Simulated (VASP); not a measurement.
# AlNi in VASP: single point with PBE

Aim: the single point of AlNi with PBE.

Everything below comes from runs of VASP 6.6.1. Logs are shortened: lines on timing, memory, paths and dates and some standing lists are left out, and cuts for length are marked.

**1. The cell of the first run**

The cell holds a slab with vacuum, 8 atoms: a = 2.881 Å, b = 2.881 Å, c = 25.084 Å, α = 90.00°, β = 90.00°, γ = 90.00°.

**2. Single point, PBE, collinear spin, ferromagnetic start**

File INCAR:

```
PREC = Accurate ; ENCUT = 520
EDIFF = 1E-7 ; ISMEAR = -1
SIGMA = 0.05 ; LREAL = False
LASPH = True ; NELM = 150
ALGO = Normal ; ISIF = 2
LWAVE = False ; LCHARG = True
ISPIN = 2 ; MAGMOM = 1 1 1 1 0 0 0 0
LORBIT = 11 ; LMAXMIX = 4
LDIPOL = True ; IDIPOL = 3
DIPOL = 0.5 0.5 0.500 ; GGA = PE
LELF = True ; LVHAR = True
LVACPOTAV = True ; NBANDS = 40
```

File KPOINTS:

```
regular mesh
0
Gamma
  9 9 1
```

File POSCAR:

```
AlNi
1.0
    2.8810000000      0.0000000000      0.0000000000
    0.0000000000      2.8810000000      0.0000000000
    0.0000000000      0.0000000000     25.0835000000
Ni Al
4 4
Direct
    0.5000000000      0.5000000000      0.2990013355
    0.5000000000      0.5000000000      0.4138577152
    0.5000000000      0.5000000000      0.5287140949
    0.5000000000      0.5000000000      0.6435704746
    0.0000000000      0.0000000000      0.3564295254
    0.0000000000      0.0000000000      0.4712859051
    0.0000000000      0.0000000000      0.5861422848
    0.0000000000      0.0000000000      0.7009986645
```

Potentials or basis: VASP PAW PBE potentials, release 64 (Ni, Al).

Command:

```sh
$ cat potpaw_PBE.64/Ni/POTCAR potpaw_PBE.64/Al/POTCAR > POTCAR
$ mpirun -np 1 vasp_std > vasp.out
```

OUTCAR:

```text
PREC = Accurate
   ENCUT = 520
   EDIFF = 1E-7
   ISMEAR = -1
   LREAL = False
   LASPH = True
   NELM = 150
   ISIF = 2
   ISPIN = 2
   LORBIT = 11
   GGA = PE

 ion  position               nearest neighbor table
   1  0.500  0.500  0.299-   5 2.50   5 2.50   5 2.50   5 2.50   2 2.88
   2  0.500  0.500  0.414-   5 2.50   5 2.50   5 2.50   5 2.50   6 2.50   6 2.50   6 2.50   6 2.50
                             1 2.88   3 2.88
   3  0.500  0.500  0.529-   6 2.50   6 2.50   6 2.50   6 2.50   7 2.50   7 2.50   7 2.50   7 2.50
                             4 2.88   2 2.88
   4  0.500  0.500  0.644-   7 2.50   7 2.50   7 2.50   7 2.50   8 2.50   8 2.50   8 2.50   8 2.50
                             3 2.88
   5  0.000  0.000  0.356-   2 2.50   2 2.50   2 2.50   2 2.50   1 2.50   1 2.50   1 2.50   1 2.50
                             6 2.88
   6  0.000  0.000  0.471-   3 2.50   3 2.50   3 2.50   3 2.50   2 2.50   2 2.50   2 2.50   2 2.50
                             5 2.88   7 2.88
   7  0.000  0.000  0.586-   4 2.50   4 2.50   4 2.50   4 2.50   3 2.50   3 2.50   3 2.50   3 2.50
                             6 2.88   8 2.88
   8  0.000  0.000  0.701-   4 2.50   4 2.50   4 2.50   4 2.50   7 2.88

  LATTYP: Found a simple tetragonal cell.
 ALAT       =     2.8810000000
 C/A-ratio  =     8.7065255120

  Lattice vectors:

 A1 = (   2.8810000000,   0.0000000000,   0.0000000000)
 A2 = (   0.0000000000,   2.8810000000,   0.0000000000)
 A3 = (   0.0000000000,   0.0000000000,  25.0835000000)

Analysis of symmetry for initial positions (statically):
=====================================================================
 Subroutine PRICEL returns:
 Original cell was already a primitive cell.

 Routine SETGRP: Setting up the symmetry group for a
 simple tetragonal supercell.

 Subroutine GETGRP returns: Found  8 space group operations
 (whereof  8 operations were pure point group operations)
 out of a pool of 16 trial point group operations.

The static configuration has the point symmetry C_4v.

Analysis of symmetry for dynamics (positions and initial velocities):
=====================================================================
 Subroutine PRICEL returns:
 Original cell was already a primitive cell.

 Routine SETGRP: Setting up the symmetry group for a
 simple tetragonal supercell.

 Subroutine GETGRP returns: Found  8 space group operations
 (whereof  8 operations were pure point group operations)
 out of a pool of 16 trial point group operations.

The dynamic configuration has the point symmetry C_4v.

Analysis of structural, dynamic, and magnetic symmetry:
=====================================================================
 Subroutine PRICEL returns:
 Original cell was already a primitive cell.

 Routine SETGRP: Setting up the symmetry group for a
 simple tetragonal supercell.

 Subroutine GETGRP returns: Found  8 space group operations
 (whereof  8 operations were pure point group operations)
 out of a pool of 16 trial point group operations.

The overall configuration has the point symmetry C_4v.

 Subroutine INISYM returns: Found  8 space group operations
 (whereof  8 operations are pure point group operations),
 and found     1 'primitive' translations

----------------------------------------------------------------------------------------

                                     Primitive cell

  volume of cell :     208.1971

  direct lattice vectors                    reciprocal lattice vectors
     2.881000000  0.000000000  0.000000000     0.347101701  0.000000000  0.000000000
     0.000000000  2.881000000  0.000000000     0.000000000  0.347101701  0.000000000
     0.000000000  0.000000000 25.083500000     0.000000000  0.000000000  0.039866845

  length of vectors
     2.881000000  2.881000000 25.083500000     0.347101701  0.347101701  0.039866845

  position of ions in fractional coordinates (direct lattice)
[... 66 lines left out ...]
   dimension x,y,z NGX =    24 NGY =   24 NGZ =  192
   dimension x,y,z NGXF=    48 NGYF=   48 NGZF=  384
   ions per type =               4   4
   NGX,Y,Z   is equivalent  to a cutoff of  13.85, 13.85, 12.73 a.u.
   NGXF,Y,Z  is equivalent  to a cutoff of  27.70, 27.70, 25.45 a.u.
 SYSTEM =  unknown system
   PREC   = accura    normal or accurate (medium, high low for compatibility)
   ISTART =      0    job   : 0-new  1-cont  2-samecut
   ICHARG =      2    charge: 1-file 2-atom 10-const
   ISPIN  =      2    spin polarized calculation?
   LNONCOLLINEAR =      F non collinear calculations
   LSORBIT =      F    spin-orbit coupling
   LASPH  =      T    aspherical Exc in radial PAW
   ENCUT  =  520.0 eV  38.22 Ry    6.18 a.u.   5.36  5.36 46.64*2*pi/ulx,y,z
   NELM   =    150;   NELMIN=  2; NELMDL= -5     # of ELM steps
   EDIFF  = 0.1E-06   stopping-criterion for ELM
   LREAL  =      F    real-space projection
   EDIFFG = 0.1E-05   stopping-criterion for IOM
   NSW    =      0    number of steps for IOM
   IBRION =     -1    ionic relax: 0-MD 1-quasi-New 2-CG
   NFREE  =      0    steps in history (QN), initial steepest desc. (CG)
   ISIF   =      2    stress and relaxation
   ISYM   =      2    0-nonsym 1-usesym 2-fastsym
   POTIM  = 0.5000    time-step for ionic-motion
   TEBEG  =    0.0;   TEEND  =   0.0 temperature during run
   PSTRESS=    0.0 pullay stress
   NELECT =      52.0000    total number of electrons
   NUPDOWN=      -1.0000    fix difference up-down
   EMIN   =  10.00;   EMAX   =-10.00  energy-range for DOS
   EFERMI =   0.00;   METHOD = LEGACY
   ISMEAR =    -1;   SIGMA  =   0.05  broadening in eV -4-tet -1-fermi 0-gaus
   EFERMI_NEDOS =   21; number of points for ismear=-14 and -15
   IALGO  =     38    algorithm
   IMIX   =      4    mixing-type and parameters
     AMIX     =   0.40;   BMIX     =  1.00
     AMIX_MAG =   1.60;   BMIX_MAG =  1.00
  volume/ion in A,a.u.               =      26.02       175.62
  Fermi-wavevector in a.u.,A,eV,Ry     =   1.030982  1.948273 14.461956  1.062924
  Thomas-Fermi vector in A             =   2.165107
   LORBIT       =     11    0 simple, 1 ext, 2 COOP (PROOUT), +10 PAW based schemes
   GGA     = PE    functional components
   LHFCALC =     F    Hartree Fock is set to
   AEXX    =    0.0000 exact exchange contribution
   IVDW    =     0    specifies the selected vdW correction
   LEPSILON=     F    determine dielectric tensor
   LRPA    =     F    only Hartree local field effects (RPA)
 spin polarized calculation
  energy-cutoff  :      520.00
  volume of cell :      208.20
 maximum number of plane-waves:      5655
 NGX is ok and might be reduce to    24
   NGX = 11   NGY = 11   NGZ = 93

 dipolmoment           0.000000      0.000000      0.013923 electrons x Angstroem

 number of electron      52.0000041 magnetization       0.0000215

 number of electron      52.0000041 magnetization      -0.0000158

 dipolmoment           0.000000      0.000000     -0.020490 electrons x Angstroem

 Free energy of the ion-electron system (eV)
  ---------------------------------------------------
  ext. energy  EPLUGINS =         0.00000000
  ---------------------------------------------------
  free energy    TOTEN  =       -39.69306334 eV

  energy without entropy =      -39.65092677  energy(sigma->0) =      -39.67199505

 E-fermi :   2.3196     XC(G=0):  -6.4354

 val. band max:        2.2868906694   @ k =   0.3333   0.1111   0.0000
 cond. band min:       2.3332075371   @ k =   0.4444   0.1111   0.0000
 fundamental gap:      0.0463168676
 Fermi energy:         2.3195979259

 spin component 1

 k-point     1 :       0.0000    0.0000    0.0000
  band No.  band energies     occupation
      1      -8.5875      1.00000
      2      -7.8036      1.00000
      3      -6.5965      1.00000
      4      -5.1065      1.00000
      5      -3.3538      1.00000
      6      -1.8371      1.00000
[... 604 lines left out ...]
     37       6.1213      0.00000
     38       6.6315      0.00000
 Fermi energy:         2.3195979259

 spin component 2

 k-point     1 :       0.0000    0.0000    0.0000
  band No.  band energies     occupation
      1      -8.5875      1.00000
      2      -7.8037      1.00000
      3      -6.5965      1.00000
      4      -5.1065      1.00000
      5      -3.3538      1.00000
      6      -1.8371      1.00000
[... 604 lines left out ...]
     37       6.1213      0.00000
     38       6.6315      0.00000
 [bands above 38 left out]

------------------------ aborting loop because EDIFF is reached ----------------------------------------

  FORCE on cell =-STRESS in cart. coord.  units (eV):
  Direction    XX          YY          ZZ          XY          YZ          ZX
  --------------------------------------------------------------------------------------
  -------------------------------------------------------------------------------------
  Total       -1.9986345     -1.9986345      0.1346709      0.0000000      0.0000000      0.0000000
  in kB      -15.3804597    -15.3804597      1.0363579      0.0000000      0.0000000      0.0000000
  external PRESSURE =      -9.9081872 kB  Pullay stress =       0.0000000 kB

 VOLUME and BASIS-vectors are now :
 -----------------------------------------------------------------------------
  energy-cutoff  :      520.00
  volume of cell :      208.20
      direct lattice vectors                 reciprocal lattice vectors
     2.881000000  0.000000000  0.000000000     0.347101701  0.000000000  0.000000000
     0.000000000  2.881000000  0.000000000     0.000000000  0.347101701  0.000000000
     0.000000000  0.000000000 25.083500000     0.000000000  0.000000000  0.039866845

 POSITION                                       TOTAL-FORCE (eV/Angst)
 -----------------------------------------------------------------------------------
      1.44050      1.44050      7.50000        -0.000000     -0.000000      0.584321
      1.44050      1.44050     10.38100        -0.000000     -0.000000      0.383747
      1.44050      1.44050     13.26200        -0.000000      0.000000     -0.131261
      1.44050      1.44050     16.14300         0.000000     -0.000000      0.324547
      0.00000      0.00000      8.94050        -0.000000     -0.000000     -0.944902
      0.00000      0.00000     11.82150        -0.000000     -0.000000     -0.079607
      0.00000      0.00000     14.70250        -0.000000     -0.000000     -0.023319
      0.00000      0.00000     17.58350        -0.000000     -0.000000     -0.113527
 -----------------------------------------------------------------------------------
    total drift:                                0.000000      0.000000     -0.000349

  FREE ENERGIE OF THE ION-ELECTRON SYSTEM (eV)
  ---------------------------------------------------
  free  energy   TOTEN  =       -39.6930633361 eV

  energy  without entropy=      -39.6509267651  energy(sigma->0) =      -39.67199505

 vacuum level on the upper side and lower side of the slab         6.478         6.924

 total charge

# of ion       s       p       d       tot
------------------------------------------
    1        0.419   0.281   8.428   9.129
    2        0.474   0.512   8.474   9.461
    3        0.474   0.516   8.474   9.464
    4        0.485   0.504   8.471   9.461
    5        0.393   0.402   0.000   0.795
    6        0.385   0.413   0.000   0.798
    7        0.385   0.412   0.000   0.797
    8        0.419   0.345   0.000   0.763
--------------------------------------------------
tot          3.435   3.384  33.848  40.668

 magnetization (x)

# of ion       s       p       d       tot
------------------------------------------
    1        0.000  -0.000  -0.000  -0.000
    2       -0.000  -0.000  -0.000  -0.000
    3       -0.000  -0.000  -0.000  -0.000
    4        0.000   0.000   0.000   0.000
    5        0.000  -0.000   0.000  -0.000
    6        0.000  -0.000   0.000   0.000
    7        0.000  -0.000   0.000   0.000
    8        0.000   0.000   0.000   0.000
--------------------------------------------------
tot          0.000   0.000  -0.000  -0.000
```

Run time: 10 min. Hardware: 1 thread of Intel Xeon Platinum 8488C (Sapphire Rapids), shared host; peak memory 0.5 GiB.

What came out:

* Free energy: -39.6931 eV
* Largest force: 0.945 eV/Å
* Band gap on the k mesh: zero (filled and empty bands overlap)
* Net moment: 0.00 μB per cell
* Valence electrons inside the program's atomic spheres: Ni 9.13, 9.46 (each value once); Al 0.80, 0.76 (each value once)

Forces on the atoms (eV/Å):
```
Ni   0.000  0.000  0.584
Ni   0.000  0.000  0.384
Ni   0.000  0.000 -0.131
Ni   0.000  0.000  0.325
Al   0.000  0.000 -0.945
Al   0.000  0.000 -0.080
Al   0.000  0.000 -0.023
Al   0.000  0.000 -0.114
```
